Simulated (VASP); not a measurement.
# Sn3Se in VASP: notebook

The runs below take Sn3Se through single point, with PBEsol, LDA.

Program: VASP 6.6.1. These are calculated values, not measurements. Logs are shortened: lines on timing, memory, paths and dates and some standing lists are left out, and cuts for length are marked.

## 1. The cell of the first run

It takes space group I4/mmm (No. 139, tetragonal). Conventional cell: a = 5.385 Å, b = 5.385 Å, c = 7.466 Å, α = 90.00°, β = 90.00°, γ = 90.00°. Sn (site symmetry 4/mmm) has 8 Sn at 3.28 Å and 6 Se at 3.73 to 3.81 Å within 4.3 Å. Sn (site symmetry -4m2) has 10 Sn at 3.28 to 3.81 Å and 4 Se at 3.28 Å within 4.3 Å. Se (site symmetry 4/mmm) has 14 Sn at 3.28 to 3.81 Å within 4.3 Å.

## 2. Single point, PBEsol

File INCAR:

```
  PREC = Accurate
  ENCUT = 520
  EDIFF = 1E-6
  ISMEAR = -1
  SIGMA = 0.05
  LREAL = False
  LASPH = True
  NELM = 60
  ALGO = Normal
  ISIF = 2
  LWAVE = False
  LCHARG = False
  GGA = PS
  NBANDS = 32
```

File KPOINTS:

```
Automatic mesh
0
Gamma
  5 5 5
```

File POSCAR:

```
Sn3Se
1.0
    0.0000000000      3.8078007600      3.7331380000
    3.8078007600      0.0000000000      3.7331380000
    3.8078007600      3.8078007600      0.0000000000
Sn Se
3 1
Direct
    0.5000000000      0.5000000000      0.5000000000
    0.7500000000      0.7500000000      0.7500000000
    0.2500000000      0.2500000000      0.2500000000
    0.0000000000      0.0000000000      0.0000000000
```

Potentials or basis: VASP PAW PBE potentials, release 64 (Sn_d, Se).

Launch:

```
$ cat potpaw_PBE.64/Sn_d/POTCAR potpaw_PBE.64/Se/POTCAR > POTCAR
$ mpirun -np 1 vasp_std > vasp.out
```

OUTCAR:

```text
PREC = Accurate
   ENCUT = 520
   EDIFF = 1E-6
   ISMEAR = -1
   LREAL = False
   LASPH = True
   NELM = 60
   ISIF = 2
   GGA = PS

 ion  position               nearest neighbor table
   1  0.500  0.500  0.500-   3 3.28   3 3.28   3 3.28   2 3.28   3 3.28   2 3.28   2 3.28   2 3.28

   2  0.750  0.750  0.750-   1 3.28   1 3.28   1 3.28   1 3.28   3 3.73   3 3.73
   3  0.250  0.250  0.250-   1 3.28   1 3.28   1 3.28   1 3.28   2 3.73   2 3.73
   4  0.000  0.000  0.000-

  LATTYP: Found a body centered tetragonal cell.
 ALAT       =     5.3850434776
 C/A-ratio  =     1.3864838847

  Lattice vectors:

 A1 = (   0.0000000000,  -3.8078007600,  -3.7331380000)
 A2 = (   0.0000000000,   3.8078007600,  -3.7331380000)
 A3 = (   3.8078007600,   0.0000000000,   3.7331380000)

Analysis of symmetry for initial positions (statically):
=====================================================================
 Subroutine PRICEL returns:
 Original cell was already a primitive cell.

 Routine SETGRP: Setting up the symmetry group for a
 body centered tetragonal supercell.

 Subroutine GETGRP returns: Found 16 space group operations
 (whereof 16 operations were pure point group operations)
 out of a pool of 16 trial point group operations.

The static configuration has the point symmetry D_4h.

Analysis of symmetry for dynamics (positions and initial velocities):
=====================================================================
 Subroutine PRICEL returns:
 Original cell was already a primitive cell.

 Routine SETGRP: Setting up the symmetry group for a
 body centered tetragonal supercell.

 Subroutine GETGRP returns: Found 16 space group operations
 (whereof 16 operations were pure point group operations)
 out of a pool of 16 trial point group operations.

The dynamic configuration has the point symmetry D_4h.

 Subroutine INISYM returns: Found 16 space group operations
 (whereof 16 operations are pure point group operations),
 and found     1 'primitive' translations

----------------------------------------------------------------------------------------

                                     Primitive cell

  volume of cell :     108.2561

  direct lattice vectors                    reciprocal lattice vectors
     0.000000000  3.807800760  3.733138000    -0.131309391  0.131309391  0.133935579
     3.807800760  0.000000000  3.733138000     0.131309391 -0.131309391  0.133935579
     3.807800760  3.807800760  0.000000000     0.131309391  0.131309391 -0.133935579

  length of vectors
     5.332510286  5.332510286  5.385043478     0.228960809  0.228960809  0.228960809

  position of ions in fractional coordinates (direct lattice)
     0.500000000  0.500000000  0.500000000
     0.750000000  0.750000000  0.750000000
     0.250000000  0.250000000  0.250000000
     0.000000000  0.000000000  0.000000000

  ion indices of the primitive-cell ions
   primitive index   ion index
                 1           1
                 2           2
                 3           3
                 4           4

----------------------------------------------------------------------------------------

 KPOINTS: Automatic mesh

Automatic generation of k-mesh.
 Grid dimensions read from file:
 generate k-points for:    5    5    5

 Generating k-lattice:

  Cartesian coordinates                     Fractional coordinates (reciprocal lattice)
    -0.026261878  0.026261878  0.026787116     0.200000000  0.000000000  0.000000000
     0.026261878 -0.026261878  0.026787116     0.000000000  0.200000000  0.000000000
     0.026261878  0.026261878 -0.026787116    -0.000000000 -0.000000000  0.200000000

  Length of vectors
     0.045792162  0.045792162  0.045792162

  Shift w.r.t. Gamma in fractional coordinates (k-lattice)
     0.000000000  0.000000000  0.000000000

 Subroutine IBZKPT returns following result:
 ===========================================

 Found     18 irreducible k-points:

 Following reciprocal coordinates:
            Coordinates               Weight
  0.000000  0.000000  0.000000      1.000000
  0.200000  0.000000  0.000000      8.000000
  0.400000  0.000000  0.000000      8.000000
  0.200000  0.200000  0.000000      2.000000
  0.400000  0.200000  0.000000      8.000000
 -0.400000  0.200000  0.000000      8.000000
[... 10 lines left out ...]
 -0.400000 -0.000000  0.400000      8.000000
 -0.400000  0.200000  0.400000      8.000000
   k-points           NKPTS =     18   k-points in BZ     NKDIM =     18   number of bands    NBANDS=     32
   number of dos      NEDOS =    301   number of ions     NIONS =      4
   total plane-waves  NPLWV =  64000
   dimension x,y,z NGX =    40 NGY =   40 NGZ =   40
   dimension x,y,z NGXF=    80 NGYF=   80 NGZF=   80
   ions per type =               3   1
   NGX,Y,Z   is equivalent  to a cutoff of  12.47, 12.47, 12.35 a.u.
   NGXF,Y,Z  is equivalent  to a cutoff of  24.94, 24.94, 24.70 a.u.
 SYSTEM =  unknown system
[... 40 lines left out ...]
 non-spin polarized calculation
  energy-cutoff  :      520.00
  volume of cell :      108.26
 maximum number of plane-waves:      2934
   NGX = 19   NGY = 19   NGZ = 21

 number of electron      47.9999993 magnetization

 Free energy of the ion-electron system (eV)
  ---------------------------------------------------
  ext. energy  EPLUGINS =         0.00000000
  ---------------------------------------------------
  free energy    TOTEN  =       -16.51579184 eV

  energy without entropy =      -16.48724601  energy(sigma->0) =      -16.50151892

 E-fermi :   6.5946     XC(G=0): -10.2525

 val. band max:        6.5840105004   @ k =  -0.4000   0.2000   0.0000
 cond. band min:       6.6008006268   @ k =  -0.2000   0.2000   0.0000
 fundamental gap:      0.0167901264
 Fermi energy:         6.5946035338

 k-point     1 :       0.0000    0.0000    0.0000
  band No.  band energies     occupation
      1     -14.8235      2.00000
      2     -14.8202      2.00000
      3     -14.7917      2.00000
      4     -14.7917      2.00000
      5     -14.7912      2.00000
      6     -14.7889      2.00000
[... 24 lines left out ...]
     31      12.8131      0.00000
     32      12.8140      0.00000

 k-point     2 :       0.2000    0.0000    0.0000
  band No.  band energies     occupation
      1     -14.8136      2.00000
      2     -14.8111      2.00000
      3     -14.8044      2.00000
      4     -14.8006      2.00000
      5     -14.7990      2.00000
      6     -14.7808      2.00000
[... 24 lines left out ...]
     31      11.6887      0.00000
     32      12.4995      0.00000

 k-point     3 :       0.4000    0.0000    0.0000
  band No.  band energies     occupation
      1     -14.8092      2.00000
      2     -14.8068      2.00000
      3     -14.7987      2.00000
      4     -14.7892      2.00000
      5     -14.7888      2.00000
      6     -14.7763      2.00000
[... 24 lines left out ...]
     31      11.6452      0.00000
     32      14.1811      0.00000

 k-point     4 :       0.2000    0.2000    0.0000
  band No.  band energies     occupation
      1     -14.8152      2.00000
      2     -14.8060      2.00000
      3     -14.8060      2.00000
      4     -14.8037      2.00000
      5     -14.7934      2.00000
      6     -14.7815      2.00000
[... 24 lines left out ...]
     31      11.8426      0.00000
     32      11.8426      0.00000

 k-point     5 :       0.4000    0.2000    0.0000
  band No.  band energies     occupation
      1     -14.8101      2.00000
      2     -14.8092      2.00000
      3     -14.8031      2.00000
      4     -14.7927      2.00000
      5     -14.7885      2.00000
      6     -14.7776      2.00000
[... 374 lines left out ...]
     31      11.8030      0.00000
     32      13.9885      0.00000

 k-point    16 :       0.4000    0.0000    0.4000
  band No.  band energies     occupation
      1     -14.8144      2.00000
      2     -14.8137      2.00000
      3     -14.8099      2.00000
      4     -14.8032      2.00000
      5     -14.7864      2.00000
      6     -14.7749      2.00000
[... 24 lines left out ...]
     31      11.0622      0.00000
     32      12.1889      0.00000

 k-point    17 :      -0.4000   -0.0000    0.4000
  band No.  band energies     occupation
      1     -14.8140      2.00000
      2     -14.8071      2.00000
      3     -14.7998      2.00000
      4     -14.7996      2.00000
      5     -14.7953      2.00000
      6     -14.7806      2.00000
[... 24 lines left out ...]
     31      11.5279      0.00000
     32      13.8208      0.00000

 k-point    18 :      -0.4000    0.2000    0.4000
  band No.  band energies     occupation
      1     -14.8106      2.00000
      2     -14.8080      2.00000
      3     -14.7970      2.00000
      4     -14.7959      2.00000
      5     -14.7907      2.00000
      6     -14.7811      2.00000
[... 24 lines left out ...]
     31      11.7603      0.00000
     32      14.1690      0.00000

------------------------ aborting loop because EDIFF is reached ----------------------------------------

  FORCE on cell =-STRESS in cart. coord.  units (eV):
  Direction    XX          YY          ZZ          XY          YZ          ZX
  --------------------------------------------------------------------------------------
  -------------------------------------------------------------------------------------
  Total       -3.0490408     -3.0490408     -3.4173135      0.0000000      0.0000000      0.0000000
  in kB      -45.1254288    -45.1254288    -50.5758197      0.0000000      0.0000000      0.0000000
  external PRESSURE =     -46.9422257 kB  Pullay stress =       0.0000000 kB

 VOLUME and BASIS-vectors are now :
 -----------------------------------------------------------------------------
  energy-cutoff  :      520.00
  volume of cell :      108.26
      direct lattice vectors                 reciprocal lattice vectors
     0.000000000  3.807800760  3.733138000    -0.131309391  0.131309391  0.133935579
     3.807800760  0.000000000  3.733138000     0.131309391 -0.131309391  0.133935579
     3.807800760  3.807800760  0.000000000     0.131309391  0.131309391 -0.133935579

 POSITION                                       TOTAL-FORCE (eV/Angst)
 -----------------------------------------------------------------------------------
      3.80780      3.80780      3.73314        -0.000000      0.000000      0.000000
      5.71170      5.71170      5.59971        -0.000000     -0.000000      0.000000
      1.90390      1.90390      1.86657         0.000000     -0.000000     -0.000000
      0.00000      0.00000      0.00000        -0.000000      0.000000      0.000000
 -----------------------------------------------------------------------------------
    total drift:                               -0.000000     -0.000000      0.000000

  FREE ENERGIE OF THE ION-ELECTRON SYSTEM (eV)
  ---------------------------------------------------
  free  energy   TOTEN  =       -16.5157918406 eV

  energy  without entropy=      -16.4872460083  energy(sigma->0) =      -16.50151892
```

Run time: 29 s. Hardware: 1 thread of AMD EPYC 9R45 (Zen 5), shared host; peak memory 0.23 GiB.

What came out:

```yaml
Free_energy: -16.5158 eV
Pressure: -4.7 GPa
Band_gap_on_the_k_mesh: zero (band 24 reaches 7.08 eV, above the bottom of band 25 at 5.45 eV)
```

Stress tensor (GPa, compression positive):
```
-4.51  0.00  0.00
 0.00 -4.51  0.00
 0.00  0.00 -5.06
```

Levels at points of the mesh, in eV from the Fermi level:
```tsv
k point	band 22	band 23	band 24	band 25	band 26	band 27
(0.00, 0.00, 0.00)	-2.76	-1.25	-1.14	-1.14	-0.57	-0.57
```

Caveat: the PAW data sets were made with another functional, which shifts forces and pressure a little; spin-orbit coupling is left out, which moves the levels of the heavy elements.

## 3. Single point, PBEsol

This run uses another cell than the first one, of 26.01 Å³/atom, 0.961 times its volume.

File INCAR:

```
SYSTEM = Sn3Se
PREC = Accurate
ENCUT = 520
EDIFF = 1E-6
ISMEAR = -1
SIGMA = 0.05
LREAL = .False.
LASPH = .True.
NELM = 60
ALGO = Normal
ISIF = 2
LWAVE = .False.
LCHARG = .False.
GGA = PS
NBANDS = 32
```

File KPOINTS:

```
Automatic mesh
0
Gamma
  6 6 6
  0 0 0
```

File POSCAR:

```
Sn3Se
1.0
    0.0000000000      3.7331380000      3.7331380000
    3.7331380000      0.0000000000      3.7331380000
    3.7331380000      3.7331380000      0.0000000000
Sn Se
3 1
Direct
    0.5000000000      0.5000000000      0.5000000000
    0.7500000000      0.7500000000      0.7500000000
    0.2500000000      0.2500000000      0.2500000000
    0.0000000000      0.0000000000      0.0000000000
```

Potentials or basis: VASP PAW PBE potentials, release 64 (Sn_d, Se).

Launch:

```
$ cat potpaw_PBE.64/Sn_d/POTCAR potpaw_PBE.64/Se/POTCAR > POTCAR
$ mpirun -np 1 vasp_std > vasp.out
```

It took 39 s on 1 thread of Intel Xeon Platinum 8488C (Sapphire Rapids), shared host; peak memory 0.25 GiB.

It converged, with:

| Quantity | Value |
| --- | --- |
| Free energy | -16.5841 eV |
| Pressure | -3.2 GPa |
| Band gap on the k mesh | zero (band 24 reaches 7.70 eV, above the bottom of band 25 at 5.75 eV) |

Levels at points of the mesh, in eV from the Fermi level:
```
           k point  band 20  band 21  band 22  band 23  band 24  band 25  band 26  band 27  band 28  band 29
(0.00, 0.00, 0.00)    -2.86    -2.86    -2.86    -1.31    -1.31    -1.31    -0.55    -0.55    -0.55     4.07
(0.50, 0.00, 0.00)    -3.36    -3.36    -2.16    -2.16    -0.86     0.34     2.10     2.10     3.50     3.50
(0.50, 0.50, 0.00)    -4.81    -4.81    -0.33     0.47     0.47     0.96     2.73     2.73     3.25     4.09
```

Caveat: the PAW data sets were made with another functional, which shifts forces and pressure a little; spin-orbit coupling is left out, which moves the levels of the heavy elements.

## 4. Single point, LDA

This run uses another cell than the first one, of 24.45 Å³/atom, 0.903 times its volume.

File INCAR:

```
PREC = Accurate
ENCUT = 520
EDIFF = 1E-6
ISMEAR = -1
SIGMA = 0.05
LREAL = F
LASPH = T
NELM = 100
ALGO = Normal
ISIF = 2
LWAVE = F
LCHARG = F
NBANDS = 32
```

File KPOINTS:

```
regular mesh
0
Gamma
  6 6 6
```

File POSCAR:

```
Sn3Se
1.0
    0.0000000000      3.6569301267      3.6569301267
    3.6569301267      0.0000000000      3.6569301267
    3.6569301267      3.6569301267      0.0000000000
Sn Se
3 1
Direct
    0.5000000000      0.5000000000      0.5000000000
    0.7500000000      0.7500000000      0.7500000000
    0.2500000000      0.2500000000      0.2500000000
    0.0000000000      0.0000000000      0.0000000000
```

Potentials or basis: VASP PAW LDA potentials, release 64 (Sn_d, Se).

Launch:

```
$ cat potpaw_LDA.64/Sn_d/POTCAR potpaw_LDA.64/Se/POTCAR > POTCAR
$ mpirun -np 1 vasp_std > vasp.out
```

It took 20 s on 1 thread of Intel Xeon 6975P-C (Granite Rapids), shared host; peak memory 0.21 GiB.

The run converged. Its results:

```yaml
Free_energy: -17.5916 eV
Pressure: -1.4 GPa
Band_gap_on_the_k_mesh: zero (band 24 reaches 8.43 eV, above the bottom of band 25 at 6.29 eV)
```

Levels at points of the mesh, in eV from the Fermi level:
```csv
k point,band 21,band 22,band 23,band 24,band 25,band 26,band 27,band 28
"(0.00, 0.00, 0.00)",-3.04,-2.68,-1.46,-1.46,-1.46,-0.63,-0.63,-0.63
"(0.50, 0.00, 0.00)",-3.59,-2.34,-2.34,-0.81,0.43,2.19,2.19,3.56
"(0.50, 0.50, 0.00)",-5.13,-0.24,0.51,0.51,1.12,2.81,2.81,3.48
```

Caveat: spin-orbit coupling is left out, which moves the levels of the heavy elements.

## 5. Single point, LDA

This run uses another cell than the first one, of 24.97 Å³/atom, 0.923 times its volume.

File INCAR:

```
SYSTEM = Sn3Se
PREC     = Accurate       ! precision mode
ENCUT    = 520            ! plane-wave cutoff, eV
EDIFF    = 1E-6           ! SCF threshold, eV
ISMEAR   = -1             ! smearing method
SIGMA    = 0.05           ! smearing width, eV
LREAL    = .FALSE.        ! projectors in reciprocal space
LASPH    = .TRUE.         ! aspherical terms in the spheres
NELM     = 100            ! most SCF steps
ALGO     = Normal         ! electronic algorithm
ISIF     = 2              ! what is computed and relaxed
LWAVE    = .FALSE.        ! write WAVECAR
LCHARG   = .FALSE.        ! write CHGCAR
NBANDS   = 32             ! bands
```

File KPOINTS:

```
Automatic mesh
0
G
  6 6 6
  0 0 0
```

File POSCAR:

```
Sn3Se
1.0
    0.0000000000      3.6826840043      3.6826840043
    3.6826840043      0.0000000000      3.6826840043
    3.6826840043      3.6826840043      0.0000000000
Sn Se
3 1
Direct
    0.5000000000      0.5000000000      0.5000000000
    0.7500000000      0.7500000000      0.7500000000
    0.2500000000      0.2500000000      0.2500000000
    0.0000000000      0.0000000000      0.0000000000
```

Launch:

```
$ cat potpaw_LDA.64/Sn_d/POTCAR potpaw_LDA.64/Se/POTCAR > POTCAR
$ mpirun -np 1 vasp_std > vasp.out
```

Run time: 22 s. Hardware: 1 thread of Intel Xeon 6975P-C (Granite Rapids), shared host; peak memory 0.22 GiB.

The run converged. Its results:

```
Free energy            : -17.5654 eV
Pressure               : -2.6 GPa
Band gap on the k mesh : zero (band 24 reaches 8.16 eV, above the bottom of band 25 at 6.09 eV)
```

Levels at points of the mesh, in eV from the Fermi level:
| k point | band 20 | band 21 | band 22 | band 23 | band 24 | band 25 | band 26 | band 27 | band 28 | band 29 |
| --- | --- | --- | --- | --- | --- | --- | --- | --- | --- | --- |
| (0.00, 0.00, 0.00) | -2.97 | -2.97 | -2.79 | -1.40 | -1.40 | -1.40 | -0.60 | -0.60 | -0.60 | 4.14 |
| (0.50, 0.00, 0.00) | -3.50 | -3.50 | -2.27 | -2.27 | -0.83 | 0.39 | 2.16 | 2.16 | 3.54 | 3.54 |
| (0.50, 0.50, 0.00) | -5.01 | -5.01 | -0.28 | 0.49 | 0.49 | 1.05 | 2.77 | 2.77 | 3.38 | 4.18 |

Caveat: spin-orbit coupling is left out, which moves the levels of the heavy elements.

## 6. Summary

| level | potentials or basis | cell | k mesh | gap on the mesh (eV) | pressure (GPa) |
| --- | --- | --- | --- | --- | --- |
| PBEsol | VASP PAW PBE potentials, release 64 (Sn_d, Se) | a = 5.333, b = 5.333, c = 5.385 Å, angles 59.7, 59.7, 60.7°, 4 atoms | 5 × 5 × 5 | none | -4.7 |
| PBEsol | VASP PAW PBE potentials, release 64 (Sn_d, Se) | a = 5.279 Å, angles 60.0°, 4 atoms | 6 × 6 × 6 | none | -3.2 |
| LDA | VASP PAW LDA potentials, release 64 (Sn_d, Se) | a = 5.172 Å, angles 60.0°, 4 atoms | 6 × 6 × 6 | none | -1.4 |
| LDA | VASP PAW LDA potentials, release 64 (Sn_d, Se) | a = 5.208 Å, angles 60.0°, 4 atoms | 6 × 6 × 6 | none | -2.6 |

Alike in all rows: task single point; no spin polarisation; cutoff (eV) 520; smearing fermi-dirac 0.05 eV.

Caveats: spin-orbit coupling is left out, which moves the levels of the heavy elements; the PAW data sets were made with another functional, which shifts forces and pressure a little (some runs).

Total energies depend on the potentials used, so only differences within one code and one set of settings carry meaning.
